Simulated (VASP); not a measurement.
# Cu (I4/mmm) in VASP: further runs

The runs below take Cu through relaxation of shape and atoms at fixed volume, single point, with PBEsol.

All numbers are computed with VASP 6.6.1; they aren't measurements. Logs are shortened: lines on timing, memory, paths and dates and some standing lists are left out, and cuts for length are marked.

### Step 1. The cell of the first run

It takes space group I4/mmm (No. 139, tetragonal). Conventional cell: a = 2.953 Å, b = 2.953 Å, c = 2.763 Å, α = 90.00°, β = 90.00°, γ = 90.00°. Cu (site symmetry 4/mmm) has 14 Cu at 2.50 to 2.95 Å within 3.3 Å.

### Step 2. Relaxation of shape and atoms at fixed volume, PBEsol (12.04 Å³/atom)

INCAR

```
SYSTEM = Cu
PREC = Accurate
ENCUT = 600
EDIFF = 1E-6
ISMEAR = 0
SIGMA = 0.1
LREAL = .FALSE.
LASPH = .TRUE.
NELM = 60
ALGO = Fast
ISIF = 4
LWAVE = .FALSE.
LCHARG = .FALSE.
GGA = PS
IBRION = 2
NSW = 50
EDIFFG = -0.01
```

KPOINTS

```
regular mesh
0
G
  20 20 20
  0 0 0
```

POSCAR

```
Cu
1.0
   -1.4762937703      1.4762937703      1.3813137332
    1.4762937703     -1.4762937703      1.3813137332
    1.4762937703      1.4762937703     -1.3813137332
Cu
1
Direct
    0.0000000000      0.0000000000      0.0000000000
```

Potentials or basis: VASP PAW PBE potentials, release 64 (Cu).

Started as:

```sh
> cat potpaw_PBE.64/Cu/POTCAR > POTCAR
> mpirun -np 1 vasp_std > vasp.out
```

OUTCAR:

```text
SYSTEM = Cu
   PREC = Accurate
   ENCUT = 600
   EDIFF = 1E-6
   ISMEAR = 0
   LREAL = .FALSE.
   LASPH = .TRUE.
   NELM = 60
   ISIF = 4
   GGA = PS
   IBRION = 2
   NSW = 50
   EDIFFG = -0.01

 ion  position               nearest neighbor table
   1  0.000  0.000  0.000-

  LATTYP: Found a body centered tetragonal cell.
 ALAT       =     2.9525875406
 C/A-ratio  =     0.9356631864

  Lattice vectors:

 A1 = (  -1.4762937703,   1.4762937703,   1.3813137332)
 A2 = (   1.4762937703,  -1.4762937703,   1.3813137332)
 A3 = (   1.4762937703,   1.4762937703,  -1.3813137332)

Analysis of symmetry for initial positions (statically):
=====================================================================
 Subroutine PRICEL returns:
 Original cell was already a primitive cell.

 Routine SETGRP: Setting up the symmetry group for a
 body centered tetragonal supercell.

 Subroutine GETGRP returns: Found 16 space group operations
 (whereof 16 operations were pure point group operations)
 out of a pool of 16 trial point group operations.

The static configuration has the point symmetry D_4h.

Analysis of symmetry for dynamics (positions and initial velocities):
=====================================================================
 Subroutine PRICEL returns:
 Original cell was already a primitive cell.

 Routine SETGRP: Setting up the symmetry group for a
 body centered tetragonal supercell.

 Subroutine GETGRP returns: Found 16 space group operations
 (whereof 16 operations were pure point group operations)
 out of a pool of 16 trial point group operations.

The dynamic configuration has the point symmetry D_4h.

 Subroutine INISYM returns: Found 16 space group operations
 (whereof 16 operations are pure point group operations),
 and found     1 'primitive' translations

----------------------------------------------------------------------------------------

                                     Primitive cell

  volume of cell :      12.0420

  direct lattice vectors                    reciprocal lattice vectors
    -1.476293770  1.476293770  1.381313733     0.000000000  0.338685978  0.361974248
     1.476293770 -1.476293770  1.381313733     0.338685978  0.000000000  0.361974248
     1.476293770  1.476293770 -1.381313733     0.338685978  0.338685978  0.000000000

[... 83 lines left out ...]
   EDIFFG = -.1E-01   stopping-criterion for IOM
   NSW    =     50    number of steps for IOM
   IBRION =      2    ionic relax: 0-MD 1-quasi-New 2-CG
   NFREE  =      1    steps in history (QN), initial steepest desc. (CG)
   ISIF   =      4    stress and relaxation
   ISYM   =      2    0-nonsym 1-usesym 2-fastsym
   POTIM  = 0.5000    time-step for ionic-motion
   TEBEG  =    0.0;   TEEND  =   0.0 temperature during run
   PSTRESS=    0.0 pullay stress
   NELECT =      11.0000    total number of electrons
   NUPDOWN=      -1.0000    fix difference up-down
   EMIN   =  10.00;   EMAX   =-10.00  energy-range for DOS
   EFERMI =   0.00;   METHOD = LEGACY
   ISMEAR =     0;   SIGMA  =   0.10  broadening in eV -4-tet -1-fermi 0-gaus
   EFERMI_NEDOS =   21; number of points for ismear=-14 and -15
   IALGO  =     68    algorithm
   IMIX   =      4    mixing-type and parameters
     AMIX     =   0.40;   BMIX     =  1.00
     AMIX_MAG =   1.60;   BMIX_MAG =  1.00
  volume/ion in A,a.u.               =      12.04        81.26
  Fermi-wavevector in a.u.,A,eV,Ry     =   1.588448  3.001732 34.329786  2.523168
  Thomas-Fermi vector in A             =   2.687450
   LORBIT       =      0    0 simple, 1 ext, 2 COOP (PROOUT), +10 PAW based schemes
   GGA     = PS    functional components
   LHFCALC =     F    Hartree Fock is set to
   AEXX    =    0.0000 exact exchange contribution
   IVDW    =     0    specifies the selected vdW correction
   LEPSILON=     F    determine dielectric tensor
   LRPA    =     F    only Hartree local field effects (RPA)
 conjugate gradient relaxation of ions
 non-spin polarized calculation
 RMM-DIIS sequential band-by-band and
 Gauss-broadening in eV      SIGMA  =   0.10
  energy-cutoff  :      600.00
  volume of cell :       12.04
 maximum number of plane-waves:       418
   NGX =  9   NGY =  9   NGZ =  9

 number of electron      10.9999992 magnetization

 Free energy of the ion-electron system (eV)
  ---------------------------------------------------
  ext. energy  EPLUGINS =         0.00000000
  ---------------------------------------------------
  free energy    TOTEN  =        -4.25457125 eV

  energy without entropy =       -4.25224357  energy(sigma->0) =       -4.25340741

 E-fermi :   7.1474     XC(G=0): -12.7959

 val. band max:        7.1440072596   @ k =   0.2000   0.1500   0.1500
 cond. band min:       7.1480599854   @ k =   0.5000   0.2000   0.1000
 fundamental gap:      0.0040527258
 Fermi energy:         7.1473561920

 k-point     1 :       0.0000    0.0000    0.0000
  band No.  band energies     occupation
      1      -2.0727      2.00000
      2       3.9562      2.00000
      3       4.2162      2.00000
      4       4.2162      2.00000
      5       4.9524      2.00000
      6       5.2285      2.00000
      7      31.2407      0.00000
      8      31.2411      0.00000
      9      33.5240      0.00000
[... 265 lines left out ...]
 k-point    24 :      -0.3500    0.0500    0.0000
  band No.  band energies     occupation
      1       1.3963      2.00000
      2       3.5385      2.00000
      3       4.2338      2.00000
      4       5.0641      2.00000
      5       5.1746      2.00000
      6       5.3893      2.00000
      7      17.4219      0.00000
      8      24.0481      0.00000
      9      25.5598      0.00000

 [... further k-points ...]

------------------------ aborting loop because EDIFF is reached ----------------------------------------

  FORCE on cell =-STRESS in cart. coord.  units (eV):
  Direction    XX          YY          ZZ          XY          YZ          ZX
  --------------------------------------------------------------------------------------
  -------------------------------------------------------------------------------------
  Total       -0.5338698     -0.5338698     -0.5429467      0.0000000      0.0000000      0.0000000
  in kB      -71.0310247    -71.0310247    -72.2386892      0.0000000      0.0000000      0.0000000
  external PRESSURE =     -71.4335795 kB  Pullay stress =       0.0000000 kB

 VOLUME and BASIS-vectors are now :
 -----------------------------------------------------------------------------
  energy-cutoff  :      600.00
  volume of cell :       12.04
      direct lattice vectors                 reciprocal lattice vectors
    -1.476293770  1.476293770  1.381313733     0.000000000  0.338685978  0.361974248
     1.476293770 -1.476293770  1.381313733     0.338685978  0.000000000  0.361974248
     1.476293770  1.476293770 -1.381313733     0.338685978  0.338685978  0.000000000

 POSITION                                       TOTAL-FORCE (eV/Angst)
 -----------------------------------------------------------------------------------
      0.00000      0.00000      0.00000         0.000000     -0.000000      0.000000
 -----------------------------------------------------------------------------------
    total drift:                                0.000000     -0.000000      0.000000

  FREE ENERGIE OF THE ION-ELECTRON SYSTEM (eV)
  ---------------------------------------------------
  free  energy   TOTEN  =        -4.2545712510 eV

  energy  without entropy=       -4.2522435724  energy(sigma->0) =       -4.25340741

 reached required accuracy - stopping structural energy minimisation
```

OSZICAR:

```text
N       E                     dE             d eps       ncg     rms          rms(c)
DAV:   1     0.384511724050E+02    0.38451E+02   -0.62214E+03 11860   0.226E+03
DAV:   2    -0.485312870203E+01   -0.43304E+02   -0.41334E+02 11646   0.205E+02
DAV:   3    -0.531921666483E+01   -0.46609E+00   -0.46500E+00 13205   0.309E+01
DAV:   4    -0.532259816643E+01   -0.33815E-02   -0.33811E-02 13654   0.246E+00
DAV:   5    -0.532263797001E+01   -0.39804E-04   -0.39804E-04 13160   0.212E-01    0.826E+00
RMM:   6    -0.467479450372E+01    0.64784E+00   -0.66873E+00 11578   0.654E+01    0.491E+00
RMM:   7    -0.426471711818E+01    0.41008E+00   -0.12834E+00 11576   0.304E+01    0.106E+00
RMM:   8    -0.425662407559E+01    0.80930E-02   -0.42846E-02 11552   0.265E+00    0.356E-01
RMM:   9    -0.425440285056E+01    0.22212E-02   -0.10776E-02 11665   0.284E+00    0.291E-02
RMM:  10    -0.425456710476E+01   -0.16425E-03   -0.14916E-03 12365   0.586E-01    0.135E-02
RMM:  11    -0.425458148552E+01   -0.14381E-04   -0.16027E-04 11922   0.302E-01    0.342E-02
RMM:  12    -0.425456861531E+01    0.12870E-04   -0.59046E-05 11704   0.151E-01    0.251E-03
RMM:  13    -0.425457115662E+01   -0.25413E-05   -0.21525E-05 11139   0.601E-02    0.318E-03
RMM:  14    -0.425457125102E+01   -0.94398E-07   -0.13968E-06  8212   0.223E-02
   1 F= -.42545713E+01 E0= -.42534074E+01  d E =-.425457E+01
```

CONTCAR:

```text
Cu
   1.00000000000000
    -1.4762937703000001    1.4762937703000001    1.3813137332000001
     1.4762937703000001   -1.4762937703000001    1.3813137332000001
     1.4762937703000001    1.4762937703000001   -1.3813137332000001
  Cu
     1
Direct
     0.0000000000000000    0.0000000000000000    0.0000000000000000

  0.00000000E+00  0.00000000E+00  0.00000000E+00
```

Run time: 52 s. Hardware: 1 thread of Intel Xeon Platinum 8559C (Emerald Rapids), shared host; peak memory 0.2 GiB.

What came out:

* Free energy: -4.2546 eV
* Pressure after relaxing: -7.1 GPa
* Band gap on the k mesh: zero (an odd number of electrons rules out a gap without spin polarisation)

Stress tensor (GPa, compression positive):
```
-7.10  0.00  0.00
 0.00 -7.10  0.00
 0.00  0.00 -7.22
```

Final structure:
```yaml
crystal:
  lattice:
    - [-1.47629, 1.47629, 1.38131]
    - [1.47629, -1.47629, 1.38131]
    - [1.47629, 1.47629, -1.38131]
  atoms:
    - { symbol: Cu, position: [0.00000, 0.00000, 0.00000] }
```

Caveat: the relaxation stopped at its first step, so nothing moved; the PAW data sets were made with another functional, which shifts forces and pressure a little.

### Step 3. Relaxation of shape and atoms at fixed volume, PBEsol (12.50 Å³/atom)

This run uses another cell than the first one, of 12.50 Å³/atom.

INCAR

```
SYSTEM = Cu
PREC = Accurate
ENCUT = 600
EDIFF = 1E-6
ISMEAR = 0
SIGMA = 0.1
LREAL = .False.
LASPH = .True.
NELM = 80
ALGO = Fast
ISIF = 4
LWAVE = .False.
LCHARG = .False.
GGA = PS
IBRION = 2
NSW = 50
EDIFFG = -0.01
```

KPOINTS

```
regular mesh
0
Gamma
  20 20 20
  0 0 0
```

POSCAR

```
Cu
1.0
   -1.4946346987      1.4946346987      1.3984746647
    1.4946346987     -1.4946346987      1.3984746647
    1.4946346987      1.4946346987     -1.3984746647
Cu
1
Direct
    0.0000000000      0.0000000000      0.0000000000
```

Potentials or basis: VASP PAW PBE potentials, release 64 (Cu).

Started as:

```sh
> cat potpaw_PBE.64/Cu/POTCAR > POTCAR
> mpirun -np 1 vasp_std > vasp.out
```

It took 2.2 min on 1 thread of Intel Xeon Platinum 8559C (Emerald Rapids), shared host; peak memory 0.21 GiB.

The run converged. Its results:

```yaml
Free_energy: -4.2273 eV
Energy_gained_by_relaxing: 0.1 meV/atom
Ionic_steps: 4
Pressure_after_relaxing: -11.5 GPa
Band_gap_on_the_k_mesh: zero (an odd number of electrons rules out a gap without spin polarisation)
```

Stress tensor (GPa, compression positive):
```
-11.50   0.00   0.00
  0.00 -11.50   0.00
  0.00   0.00 -11.62
```

The path:
| step | energy change (eV) | largest force (eV/Å) | pressure (GPa) | volume (Å³) |
| --- | --- | --- | --- | --- |
| 1 | 0.0000 | 0.0000 | -11.33 | 12.50 |
| 2 | 0.0000 | 0.0000 | -11.50 | 12.50 |
| 3 | -0.0001 | 0.0000 | -12.75 | 12.50 |
| 4 | -0.0001 | 0.0000 | -11.54 | 12.50 |

Final structure:
```
Cu
1.0
    -1.49986    1.49986    1.38875
     1.49986   -1.49986    1.38875
     1.49986    1.49986   -1.38875
Cu
1
Direct
  0.00000 0.00000 0.00000
```

Levels at points of the mesh, in eV from the Fermi level:
```tsv
k point	band 2	band 3	band 4	band 5	band 6	band 7	band 8	band 9
(0.00, 0.00, 0.00)	-3.09	-2.81	-2.81	-2.15	-1.85	23.53	23.53	25.73
(0.50, 0.00, 0.00)	-3.67	-2.02	-1.74	-1.31	-0.26	4.35	16.17	16.40
(0.50, 0.50, 0.00)	-3.33	-2.23	-1.96	-1.34	-0.82	3.53	18.34	18.42
(0.50, 0.50, 0.50)	-4.28	-1.49	-1.49	-1.42	7.02	7.02	9.87	12.47
```

Caveat: the PAW data sets were made with another functional, which shifts forces and pressure a little.

### Step 4. Single point, PBEsol (11.59 Å³/atom)

This run uses another cell than the first one, of 11.59 Å³/atom.

INCAR

```
SYSTEM = Cu
  ALGO = Fast
  EDIFF = 1E-6
  ENCUT = 520
  GGA = PS
  ISIF = 2
  ISMEAR = -1
  LASPH = .True.
  LCHARG = .False.
  LREAL = .False.
  LWAVE = .False.
  NBANDS = 12
  NELM = 100
  PREC = Accurate
  SIGMA = 0.15
```

KPOINTS

```
k-points
0
Gamma
  24 24 24
  0 0 0
```

POSCAR

```
Cu
1.0
   -1.4566855505      1.4566855505      1.3660605711
    1.4566855505     -1.4566855505      1.3660605711
    1.4566855505      1.4566855505     -1.3660605711
Cu
1
Direct
    0.0000000000      0.0000000000      0.0000000000
```

Potentials or basis: VASP PAW PBE potentials, release 64 (Cu).

Started as:

```sh
> cat potpaw_PBE.64/Cu/POTCAR > POTCAR
> mpirun -np 1 vasp_std > vasp.out
```

OUTCAR:

```text
SYSTEM = Cu
   EDIFF = 1E-6
   ENCUT = 520
   GGA = PS
   ISIF = 2
   ISMEAR = -1
   LASPH = .True.
   LREAL = .False.
   NELM = 100
   PREC = Accurate

 ion  position               nearest neighbor table
   1  0.000  0.000  0.000-

  LATTYP: Found a body centered tetragonal cell.
 ALAT       =     2.9133711010
 C/A-ratio  =     0.9377868618

  Lattice vectors:

 A1 = (  -1.4566855505,   1.4566855505,   1.3660605711)
 A2 = (   1.4566855505,  -1.4566855505,   1.3660605711)
[... 540 lines left out ...]

 [... further k-points ...]

------------------------ aborting loop because EDIFF is reached ----------------------------------------

  FORCE on cell =-STRESS in cart. coord.  units (eV):
  Direction    XX          YY          ZZ          XY          YZ          ZX
  --------------------------------------------------------------------------------------
  -------------------------------------------------------------------------------------
  Total       -0.1766940     -0.1766940     -0.1750557      0.0000000      0.0000000      0.0000000
  in kB      -24.4157905    -24.4157905    -24.1894094      0.0000000      0.0000000      0.0000000
  external PRESSURE =     -24.3403302 kB  Pullay stress =       0.0000000 kB

 VOLUME and BASIS-vectors are now :
 -----------------------------------------------------------------------------
  energy-cutoff  :      520.00
  volume of cell :       11.59
      direct lattice vectors                 reciprocal lattice vectors
    -1.456685551  1.456685551  1.366060571     0.000000000  0.343244978  0.366015981
     1.456685551 -1.456685551  1.366060571     0.343244978  0.000000000  0.366015981
     1.456685551  1.456685551 -1.366060571     0.343244978  0.343244978  0.000000000

 POSITION                                       TOTAL-FORCE (eV/Angst)
 -----------------------------------------------------------------------------------
      0.00000      0.00000      0.00000         0.000000     -0.000000     -0.000000
 -----------------------------------------------------------------------------------
    total drift:                                0.000000      0.000000      0.000000

  FREE ENERGIE OF THE ION-ELECTRON SYSTEM (eV)
  ---------------------------------------------------
  free  energy   TOTEN  =        -4.2810732060 eV

  energy  without entropy=       -4.2573507546  energy(sigma->0) =       -4.26921198
```

stdout:

```text
POSCAR found type information on POSCAR Cu
 POSCAR found :  1 types and       1 ions
 scaLAPACK will be used
 -----------------------------------------------------------------------------
|                                                                             |
|                                                                             |
|     You enforced a specific xc type in the INCAR file but a different       |
|     I HOPE YOU KNOW WHAT YOU ARE DOING!                                     |
|                                                                             |
 -----------------------------------------------------------------------------

 LDA part: xc-table for (Slater+PW92), standard interpolation
 POSCAR, INCAR and KPOINTS ok, starting setup
 FFT: planning ... GRIDC
 FFT: planning ... GRID_SOFT
 FFT: planning ... GRID
 WAVECAR not read
 entering main loop
WARNING in EDDRMM: call to ZHEGV failed, returncode =   6  3      9
WARNING in EDDRMM: call to ZHEGV failed, returncode =   6  3      9
WARNING in EDDRMM: call to ZHEGV failed, returncode =   6  3      9
WARNING in EDDRMM: call to ZHEGV failed, returncode =   6  3     10
WARNING in EDDRMM: call to ZHEGV failed, returncode =   6  3      9
```

It took 69 s on 1 thread of Intel Xeon Platinum 8559C (Emerald Rapids), shared host; peak memory 0.24 GiB.

What came out:

```
Free energy            : -4.2811 eV
Pressure               : -2.4 GPa
Band gap on the k mesh : zero (an odd number of electrons rules out a gap without spin polarisation)
```

Caveat: the PAW data sets were made with another functional, which shifts forces and pressure a little.

[end of part 1 of 2]
